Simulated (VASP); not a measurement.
Set up this calculation in VASP 6.6.1, as the native input.

```yaml
Task: single point
Functional: LDA
Potentials_or_basis: VASP PAW LDA potentials, release 64 (W_sv, Pt)
Cutoff: 520 eV
k_mesh: 5 × 5 × 1
Occupations: gaussian, width 0.1 eV
Spin: no spin polarisation
Dipole_correction: yes
Further_INCAR_settings: ALGO = Normal; EDIFF = 1e-07; NBANDS = 101
```

The structure of PtW12 lies in POSCAR:

```
PtW12
1.0
    5.4319816376      0.0000000000      0.0000000000
   -1.8106605459      5.1213214017      0.0000000000
    0.0000000000      0.0000000000     19.7903917603
W Pt
12 1
Direct
    0.2500000000      0.2500000000      0.2021182829
    0.2500000000      0.7500000000      0.2021182829
    0.7500000000      0.2500000000      0.2021182829
    0.7500000000      0.7500000000      0.2021182829
    0.0000000000      0.0000000000      0.3105119034
    0.0000000000      0.5000000000      0.3105119034
    0.5000000000      0.0000000000      0.3105119034
    0.5000000000      0.5000000000      0.3105119034
    0.2500000000      0.2500000000      0.4189099367
    0.2500000000      0.7500000000      0.4189099367
    0.7500000000      0.2500000000      0.4189099367
    0.7500000000      0.7500000000      0.4189099367
    0.3333333333      0.4166666667      0.5256849818
```

These files were run (other wordings do the same):

INCAR

```
PREC = Accurate ; ENCUT = 520
EDIFF = 1E-7 ; ISMEAR = 0
SIGMA = 0.1 ; LREAL = False
LASPH = True ; NELM = 80
ALGO = Normal ; ISIF = 2
LWAVE = False ; LCHARG = False
LDIPOL = True ; IDIPOL = 3
DIPOL = 0.5 0.5 0.327 ; GGA = CA
NBANDS = 101
```

KPOINTS

```
regular mesh
0
Gamma
  5 5 1
```

Potentials or basis: VASP PAW LDA potentials, release 64 (W_sv, Pt).

The run is started by

```bash
$ cat potpaw_LDA.64/W_sv/POTCAR potpaw_LDA.64/Pt/POTCAR > POTCAR
$ mpirun -np 1 vasp_std > vasp.out
```

Results of the run:

| Item | Value |
| --- | --- |
| Largest force | 1.910 eV/Å |
| Band gap on the k mesh | zero (bands 89 and 90 overlap by 1.30 eV) |

Caveat: spin-orbit coupling is left out, which moves the levels of the heavy elements.

It took 29 min on 1 thread of Intel(R) Xeon(R) Platinum 8488C (Sapphire Rapids) (shared host), peak memory 0.72 GiB.
